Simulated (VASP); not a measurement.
A run of VASP 6.6.1:

File INCAR:

```
PREC = Accurate
ENCUT = 600
EDIFF = 1E-6
ISMEAR = 1
SIGMA = 0.1
LREAL = F
LASPH = T
NELM = 60
ALGO = Normal
ISIF = 8
LWAVE = F
LCHARG = F
GGA = PS
IBRION = 2
NSW = 80
EDIFFG = -0.01
```

The input KPOINTS:

```
Automatic mesh
0
Gamma
  11 11 11
```

Contents of POSCAR:

```
Pt
1.0
    0.0000000000      1.9609000000      1.9609000000
    1.9609000000      0.0000000000      1.9609000000
    1.9609000000      1.9609000000      0.0000000000
Pt
1
Direct
    0.0000000000      0.0000000000      0.0000000000
```

Potentials or basis: VASP PAW PBE potentials, release 64 (Pt).

Run with:

```sh
$ cat potpaw_PBE.64/Pt/POTCAR > POTCAR
$ mpirun -np 1 vasp_std > vasp.out
```

Hardware: 1 thread of Intel(R) Xeon(R) 6975P-C (Granite Rapids), on a shared host.

Problem. Estimate the wall time of this run.

Solution. It took 7.2 s on 1 thread of Intel(R) Xeon(R) 6975P-C (Granite Rapids) (shared host), peak memory 0.15 GiB. Counts: scf iterations 24, k points 56, ion steps 3.
